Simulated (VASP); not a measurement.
Here is a VASP 6.6.1 calculation.

File INCAR:

```
PREC = Accurate ; ENCUT = 600
EDIFF = 1E-6 ; ISMEAR = -1
SIGMA = 0.02 ; LREAL = F
LASPH = T ; NELM = 80
ALGO = Normal ; ISIF = 3
LWAVE = F ; LCHARG = F
GGA = PS ; IBRION = 2
NSW = 60 ; EDIFFG = -0.02
```

File KPOINTS:

```
regular mesh
0
Gamma
  5 5 5
```

Contents of POSCAR:

```
Rb
1.0
   -2.8025000000      2.8025000000      2.8025000000
    2.8025000000     -2.8025000000      2.8025000000
    2.8025000000      2.8025000000     -2.8025000000
Rb
1
Direct
    0.0000000000      0.0000000000      0.0000000000
```

Potentials or basis: VASP PAW PBE potentials, release 64 (Rb_sv).

The run is started by

```console
$ cat potpaw_PBE.64/Rb_sv/POTCAR > POTCAR
$ mpirun -np 1 vasp_std > vasp.out
```

**Question.** Estimate the band gap on the k mesh.

**Answer.** Zero (an odd number of electrons rules out a gap without spin polarisation).

**Question.** Predict the relaxed cell.

**Answer.** a = 4.820 Å, b = 4.820 Å, c = 4.820 Å, α = 109.47°, β = 109.47°, γ = 109.47°.

**Question.** Predict the space group after relaxing (to 0.1 Å).

**Answer.** Im-3m (No. 229).

Step by step:
| step | energy change (eV) | largest force (eV/Å) | pressure (GPa) | volume (Å³) |
| --- | --- | --- | --- | --- |
| 1 | 0.0000 | 0.0000 | -0.07 | 88.04 |
| 2 | -0.0002 | 0.0000 | -0.06 | 87.57 |
| 3 | -0.0005 | 0.0000 | -0.02 | 86.18 |

Caveat: the PAW data sets were made with another functional, which shifts forces and pressure a little.
